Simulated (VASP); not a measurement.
# NaF (I4mm) in VASP: a series of runs

The runs below take NaF through single point, with PBE.

Everything below comes from runs of VASP 6.6.1. Logs are shortened: lines on timing, memory, paths and dates and some standing lists are left out, and cuts for length are marked.

### Step 1. The cell of the first run

It takes space group I4mm (No. 107, tetragonal). The conventional cell has a = 3.286 Å, b = 3.286 Å, c = 4.647 Å, α = 90.00°, β = 90.00°, γ = 90.00°. Na (site symmetry 4mm) has 6 F at 2.22 to 2.42 Å within 2.9 Å. F (site symmetry 4mm) has 6 Na at 2.22 to 2.42 Å within 2.9 Å.

### Step 2. Single point, PBE (all F atoms moved -0.100 Å, as atom 2 along Cartesian [0 0 1])

Contents of INCAR:

```
PREC     = Accurate       # precision mode
ENCUT    = 520            # plane-wave cutoff, eV
EDIFF    = 1E-7           # SCF threshold, eV
ISMEAR   = 0              # smearing method
SIGMA    = 0.05           # smearing width, eV
LREAL    = False          # projectors in reciprocal space
LASPH    = True           # aspherical terms in the spheres
NELM     = 80             # most SCF steps
ALGO     = Normal         # electronic algorithm
ISIF     = 2              # what is computed and relaxed
LWAVE    = False          # write WAVECAR
LCHARG   = False          # write CHGCAR
GGA      = PE             # functional
NBANDS   = 14             # bands
```

Contents of KPOINTS:

```
Automatic mesh
0
Gamma
  8 8 8
```

Contents of POSCAR:

```
NaF
1.0
    0.0000000000      2.3233000000      2.3233000000
    2.3233000000      0.0000000000      2.3233000000
    2.3233000000      2.3233000000      0.0000000000
Na F
1 1
Direct
    0.0000000000      0.0000000000      0.0000000000
    0.4784788878      0.4784788878      0.5215211122
```

Potentials or basis: VASP PAW PBE potentials, release 64 (Na_pv, F).

Launch:

```
cat potpaw_PBE.64/Na_pv/POTCAR potpaw_PBE.64/F/POTCAR > POTCAR
mpirun -np 1 vasp_std > vasp.out
```

OUTCAR:

```text
PREC = Accurate
   ENCUT = 520
   EDIFF = 1E-7
   ISMEAR = 0
   LREAL = False
   LASPH = True
   NELM = 80
   ISIF = 2
   GGA = PE

 ion  position               nearest neighbor table
   1  0.000  0.000  0.000-   2 2.22   2 2.33   2 2.33   2 2.33   2 2.33
   2  0.478  0.478  0.522-   1 2.22   1 2.33   1 2.33   1 2.33   1 2.33

  LATTYP: Found a face centered cubic cell.
 ALAT       =     4.6466000000

  Lattice vectors:

 A1 = (   0.0000000000,   2.3233000000,   2.3233000000)
 A2 = (   2.3233000000,   0.0000000000,   2.3233000000)
 A3 = (   2.3233000000,   2.3233000000,   0.0000000000)

Analysis of symmetry for initial positions (statically):
=====================================================================
 Subroutine PRICEL returns:
 Original cell was already a primitive cell.

 Routine SETGRP: Setting up the symmetry group for a
 face centered cubic supercell.

 Subroutine GETGRP returns: Found  8 space group operations
 (whereof  8 operations were pure point group operations)
 out of a pool of 48 trial point group operations.

The static configuration has the point symmetry C_4v.

Analysis of symmetry for dynamics (positions and initial velocities):
=====================================================================
 Subroutine PRICEL returns:
 Original cell was already a primitive cell.

 Routine SETGRP: Setting up the symmetry group for a
 face centered cubic supercell.

 Subroutine GETGRP returns: Found  8 space group operations
 (whereof  8 operations were pure point group operations)
 out of a pool of 48 trial point group operations.

The dynamic configuration has the point symmetry C_4v.

 Subroutine INISYM returns: Found  8 space group operations
 (whereof  8 operations are pure point group operations),
 and found     1 'primitive' translations

----------------------------------------------------------------------------------------

                                     Primitive cell

  volume of cell :      25.0811

  direct lattice vectors                    reciprocal lattice vectors
     0.000000000  2.323300000  2.323300000    -0.215211122  0.215211122  0.215211122
     2.323300000  0.000000000  2.323300000     0.215211122 -0.215211122  0.215211122
     2.323300000  2.323300000  0.000000000     0.215211122  0.215211122 -0.215211122

  length of vectors
     3.285642369  3.285642369  3.285642369     0.372756598  0.372756598  0.372756598

  position of ions in fractional coordinates (direct lattice)
     0.000000000  0.000000000  0.000000000
     0.478478888  0.478478888  0.521521112

  ion indices of the primitive-cell ions
   primitive index   ion index
                 1           1
                 2           2

----------------------------------------------------------------------------------------

 KPOINTS: Automatic mesh

Automatic generation of k-mesh.
 Grid dimensions read from file:
 generate k-points for:    8    8    8

 Generating k-lattice:

  Cartesian coordinates                     Fractional coordinates (reciprocal lattice)
    -0.026901390  0.026901390  0.026901390     0.125000000  0.000000000  0.000000000
     0.026901390 -0.026901390  0.026901390     0.000000000  0.125000000  0.000000000
     0.026901390  0.026901390 -0.026901390     0.000000000  0.000000000  0.125000000

  Length of vectors
     0.046594575  0.046594575  0.046594575

  Shift w.r.t. Gamma in fractional coordinates (k-lattice)
     0.000000000  0.000000000  0.000000000

 Subroutine IBZKPT returns following result:
 ===========================================

 Found     59 irreducible k-points:

 Following reciprocal coordinates:
            Coordinates               Weight
  0.000000  0.000000  0.000000      1.000000
  0.125000  0.000000  0.000000      8.000000
  0.250000  0.000000  0.000000      8.000000
  0.375000  0.000000  0.000000      8.000000
  0.500000  0.000000  0.000000      4.000000
  0.125000  0.125000  0.000000      2.000000
[... 16 lines left out ...]
  0.000000  0.375000  0.250000     16.000000
  0.500000  0.250000  0.000000      8.000000
 [... further k-points ...]
   k-points           NKPTS =     59   k-points in BZ     NKDIM =     59   number of bands    NBANDS=     14
   number of dos      NEDOS =    301   number of ions     NIONS =      2
   total plane-waves  NPLWV =  13824
   dimension x,y,z NGX =    24 NGY =   24 NGZ =   24
   dimension x,y,z NGXF=    48 NGYF=   48 NGZF=   48
   ions per type =               1   1
   NGX,Y,Z   is equivalent  to a cutoff of  12.14, 12.14, 12.14 a.u.
   NGXF,Y,Z  is equivalent  to a cutoff of  24.29, 24.29, 24.29 a.u.
 SYSTEM =  unknown system
   PREC   = accura    normal or accurate (medium, high low for compatibility)
   ISTART =      0    job   : 0-new  1-cont  2-samecut
   ICHARG =      2    charge: 1-file 2-atom 10-const
   ISPIN  =      1    spin polarized calculation?
   LNONCOLLINEAR =      F non collinear calculations
   LSORBIT =      F    spin-orbit coupling
   LASPH  =      T    aspherical Exc in radial PAW
   ENCUT  =  520.0 eV  38.22 Ry    6.18 a.u.   6.11  6.11  6.11*2*pi/ulx,y,z
   NELM   =     80;   NELMIN=  2; NELMDL= -5     # of ELM steps
   EDIFF  = 0.1E-06   stopping-criterion for ELM
   LREAL  =      F    real-space projection
   EDIFFG = 0.1E-05   stopping-criterion for IOM
   NSW    =      0    number of steps for IOM
   IBRION =     -1    ionic relax: 0-MD 1-quasi-New 2-CG
   NFREE  =      0    steps in history (QN), initial steepest desc. (CG)
   ISIF   =      2    stress and relaxation
   ISYM   =      2    0-nonsym 1-usesym 2-fastsym
   POTIM  = 0.5000    time-step for ionic-motion
   TEBEG  =    0.0;   TEEND  =   0.0 temperature during run
   PSTRESS=    0.0 pullay stress
   NELECT =      14.0000    total number of electrons
   NUPDOWN=      -1.0000    fix difference up-down
   EMIN   =  10.00;   EMAX   =-10.00  energy-range for DOS
   EFERMI =   0.00;   METHOD = LEGACY
   ISMEAR =     0;   SIGMA  =   0.05  broadening in eV -4-tet -1-fermi 0-gaus
   EFERMI_NEDOS =   21; number of points for ismear=-14 and -15
   IALGO  =     38    algorithm
   IMIX   =      4    mixing-type and parameters
     AMIX     =   0.40;   BMIX     =  1.00
     AMIX_MAG =   1.60;   BMIX_MAG =  1.00
  volume/ion in A,a.u.               =      12.54        84.63
  Fermi-wavevector in a.u.,A,eV,Ry     =   1.347935  2.547227 24.720809  1.816928
  Thomas-Fermi vector in A             =   2.475645
   LORBIT       =      0    0 simple, 1 ext, 2 COOP (PROOUT), +10 PAW based schemes
   GGA     = PE    functional components
   LHFCALC =     F    Hartree Fock is set to
   AEXX    =    0.0000 exact exchange contribution
   IVDW    =     0    specifies the selected vdW correction
   LEPSILON=     F    determine dielectric tensor
   LRPA    =     F    only Hartree local field effects (RPA)
 non-spin polarized calculation
 Gauss-broadening in eV      SIGMA  =   0.05
  energy-cutoff  :      520.00
  volume of cell :       25.08
 maximum number of plane-waves:       692
   NGX = 13   NGY = 13   NGZ = 13

 number of electron      13.9999983 magnetization

 Free energy of the ion-electron system (eV)
  ---------------------------------------------------
  ext. energy  EPLUGINS =         0.00000000
  ---------------------------------------------------
  free energy    TOTEN  =        -8.55204701 eV

  energy without entropy =       -8.55204701  energy(sigma->0) =       -8.55204701

 E-fermi :  -1.9064     XC(G=0):  -9.1133

 val. band max:       -2.1233013898   @ k =   0.0000   0.0000   0.0000
 cond. band min:       4.1334004546   @ k =   0.0000   0.0000   0.0000
 fundamental gap:      6.2567018444
 Fermi energy:        -1.9064171262

 k-point     1 :       0.0000    0.0000    0.0000
  band No.  band energies     occupation
      1     -21.3171      2.00000
      2     -21.0835      2.00000
      3     -21.0835      2.00000
      4     -21.0468      2.00000
      5      -2.1236      2.00000
      6      -2.1233      2.00000
      7      -2.1233      2.00000
      8       4.1334      0.00000
      9      16.8100      0.00000
     10      16.8256      0.00000
     11      16.8256      0.00000
     12      19.6308      0.00000
     13      21.8146      0.00000
     14      21.8166      0.00000

 k-point     2 :       0.1250    0.0000    0.0000
  band No.  band energies     occupation
      1     -21.5033      2.00000
      2     -21.0862      2.00000
      3     -21.0853      2.00000
      4     -20.8407      2.00000
      5      -2.4153      2.00000
      6      -2.1602      2.00000
      7      -2.1597      2.00000
      8       4.6762      0.00000
      9      15.0796      0.00000
     10      17.0449      0.00000
     11      17.0554      0.00000
     12      21.2000      0.00000
     13      21.2320      0.00000
     14      21.5583      0.00000

 k-point     3 :       0.2500    0.0000    0.0000
  band No.  band energies     occupation
      1     -21.7244      2.00000
      2     -21.0903      2.00000
      3     -21.0896      2.00000
      4     -20.5718      2.00000
      5      -3.0078      2.00000
      6      -2.2481      2.00000
      7      -2.2475      2.00000
      8       5.9891      0.00000
      9      12.9818      0.00000
     10      17.5399      0.00000
     11      17.5532      0.00000
     12      20.5789      0.00000
     13      20.6003      0.00000
     14      22.1189      0.00000
[... 324 lines left out ...]
 k-point    23 :       0.0000    0.3750    0.2500
  band No.  band energies     occupation
      1     -21.6360      2.00000
      2     -21.1230      2.00000
      3     -21.1170      2.00000
      4     -20.6103      2.00000
      5      -3.2365      2.00000
      6      -2.4684      2.00000
      7      -2.4069      2.00000
      8       7.7943      0.00000
      9      11.9600      0.00000
     10      15.3260      0.00000
     11      17.3842      0.00000
     12      17.5898      0.00000
     13      23.6631      0.00000
     14      23.8146      0.00000

 k-point    24 :       0.5000    0.2500    0.0000
  band No.  band energies     occupation
      1     -21.6924      2.00000
      2     -21.1435      2.00000
      3     -21.1155      2.00000
      4     -20.5218      2.00000
      5      -3.3398      2.00000
      6      -2.6822      2.00000
      7      -2.4465      2.00000
      8       9.2650      0.00000
      9      11.0126      0.00000
     10      14.4251      0.00000
     11      17.5912      0.00000
     12      17.6777      0.00000
     13      23.3348      0.00000
     14      24.7704      0.00000

 [... further k-points ...]
[... 5 lines left out ...]
  --------------------------------------------------------------------------------------
  -------------------------------------------------------------------------------------
  Total        0.2344933      0.2344933      0.4162055      0.0000000     -0.0000000      0.0000000
  in kB       14.9794239     14.9794239     26.5871929      0.0000000     -0.0000000      0.0000000
  external PRESSURE =      18.8486802 kB  Pullay stress =       0.0000000 kB

 VOLUME and BASIS-vectors are now :
 -----------------------------------------------------------------------------
  energy-cutoff  :      520.00
  volume of cell :       25.08
      direct lattice vectors                 reciprocal lattice vectors
     0.000000000  2.323300000  2.323300000    -0.215211122  0.215211122  0.215211122
     2.323300000  0.000000000  2.323300000     0.215211122 -0.215211122  0.215211122
     2.323300000  2.323300000  0.000000000     0.215211122  0.215211122 -0.215211122

 POSITION                                       TOTAL-FORCE (eV/Angst)
 -----------------------------------------------------------------------------------
      0.00000      0.00000      0.00000         0.000000      0.000000     -0.248429
      2.32330      2.32330      2.22330         0.000000      0.000000      0.248429
 -----------------------------------------------------------------------------------
    total drift:                                0.000001      0.000001     -0.000356

  FREE ENERGIE OF THE ION-ELECTRON SYSTEM (eV)
  ---------------------------------------------------
  free  energy   TOTEN  =        -8.5520470091 eV

  energy  without entropy=       -8.5520470091  energy(sigma->0) =       -8.55204701
```

Run time: 7.7 s. Hardware: 1 thread of Intel Xeon Platinum 8488C (Sapphire Rapids), shared host; peak memory 0.14 GiB.

What came out:

* Free energy: -8.5520 eV
* Pressure: 1.9 GPa
* Largest force: 0.248 eV/Å
* Band gap on the k mesh: 6.26 eV, direct

Forces in eV/Å, atoms in the order of the input:
```
Na   0.000  0.000 -0.248
F    0.000  0.000  0.248
```

Caveat: the cell differs from its parent crystal (all F atoms moved -0.100 Å, as atom 2 along Cartesian [0 0 1]).

[end of part 1 of 3]
